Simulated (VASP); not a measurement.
A run of VASP 6.6.1 is set up as follows.

INCAR

```
SYSTEM = InGa5P6
ALGO = Normal
EDIFF = 1E-6
ENCUT = 520
GGA = PE
ISIF = 2
ISMEAR = 0
LASPH = .True.
LCHARG = .True.
LELF = .True.
LREAL = .False.
LVHAR = .True.
LWAVE = .False.
NBANDS = 66
NELM = 60
PREC = Accurate
SIGMA = 0.02
```

KPOINTS

```
k-points
0
Gamma
  8 8 2
  0 0 0
```

File POSCAR:

```
InGa5P6
1.0
    3.9406925254      0.0000000000      0.0000000000
    0.0000000000      3.9406925254      0.0000000000
    0.0000000000      0.0000000000     16.7971378696
In Ga P
1 5 6
Direct
    0.5000000000      0.5000000000      0.5000000000
    0.0000000000      0.0000000000      0.6754849555
    0.0000000000      0.0000000000      0.3245150445
    0.5000000000      0.5000000000      0.1621912644
    0.0000000000      0.0000000000      0.0000000000
    0.5000000000      0.5000000000      0.8378087356
    0.5000000000      0.0000000000      0.4048238610
    0.0000000000      0.5000000000      0.2432938610
    0.5000000000      0.0000000000      0.0810859953
    0.0000000000      0.5000000000      0.9189140047
    0.5000000000      0.0000000000      0.7567061390
    0.0000000000      0.5000000000      0.5951761390
```

Potentials or basis: VASP PAW PBE potentials, release 64 (In_d, Ga_d, P).

Run with:

```bash
$ cat potpaw_PBE.64/In_d/POTCAR potpaw_PBE.64/Ga_d/POTCAR potpaw_PBE.64/P/POTCAR > POTCAR
$ mpirun -np 1 vasp_std > vasp.out
```

What does it give for the band gap on the k mesh?

1.24 eV.

Estimate the largest force.

0.005 eV/Å.

Predict the pressure.

0.0 GPa.

Forces on the atoms (eV/Å):
```
In   0.000  0.000  0.000
Ga   0.000  0.000  0.000
Ga   0.000  0.000  0.000
Ga   0.000  0.000  0.001
Ga   0.000  0.000  0.000
Ga   0.000  0.000 -0.001
P    0.000  0.000  0.005
P    0.000  0.000 -0.001
P    0.000  0.000  0.000
P    0.000  0.000  0.000
P    0.000  0.000  0.001
P    0.000  0.000 -0.005
```

Caveat: spin-orbit coupling is left out, which moves the levels of the heavy elements. A k mesh can miss the band edges.
